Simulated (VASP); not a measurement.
Write the native input for VASP 6.6.1 that does the following.

```
Task                   : relaxation of the atoms
Functional             : PBE
Potentials or basis    : VASP PAW PBE potentials, release 64 (Mg, O)
Cutoff                 : 520 eV
k mesh                 : 8 × 8 × 8
Occupations            : gaussian, width 0.02 eV
Spin                   : no spin polarisation
Dipole correction      : no
Further INCAR settings : ALGO = Normal; EDIFF = 1e-07; IBRION = 2; EDIFFG = -0.002; NSW = 60
```

The structure of MgO (pbe) lies in POSCAR:

```
MgO
1.0
    0.0000000000      2.1059355641      2.1435129466
    2.1059355641      0.0000000000      2.1435129466
    2.1059355641      2.1059355641      0.0000000000
Mg O
1 1
Direct
    0.0000000000      0.0000000000      0.0000000000
    0.5000000000      0.5000000000      0.5000000000
```

This cell differs from its parent crystal: strained cell.

The input as run:

INCAR

```
ALGO     = Normal         # electronic algorithm
EDIFF    = 1E-7           # SCF threshold, eV
EDIFFG   = -0.002         # ionic threshold
ENCUT    = 520            # plane-wave cutoff, eV
GGA      = PE             # functional
GGA_COMPAT= F            
IBRION   = 2              # ionic algorithm
ISIF     = 2              # what is computed and relaxed
ISMEAR   = 0              # smearing method
LASPH    = T              # aspherical terms in the spheres
LCHARG   = F              # write CHGCAR
LREAL    = F              # projectors in reciprocal space
LWAVE    = F              # write WAVECAR
NELM     = 120            # most SCF steps
NELMIN   = 4            
NSW      = 60             # ionic steps
PREC     = Accurate       # precision mode
SIGMA    = 0.02           # smearing width, eV
```

KPOINTS

```
k-points
0
Gamma
  8 8 8
```

Potentials or basis: VASP PAW PBE potentials, release 64 (Mg, O).

Launch:

```bash
$ cat potpaw_PBE.64/Mg/POTCAR potpaw_PBE.64/O/POTCAR > POTCAR
$ mpirun -np 1 vasp_std > vasp.out
```

Results of the run:

The pressure after relaxing is 1.2 GPa and the band gap on the k mesh is 4.53 eV, direct.

Caveat: the cell differs from its parent crystal (strained cell); the relaxation stopped at its first step, so nothing moved.

Wall time 6.1 s on 1 thread of Intel(R) Xeon(R) Platinum 8259CL CPU @ 2.50GHz (Skylake/Cascade Lake), with other jobs on the host, peak memory 0.14 GiB.
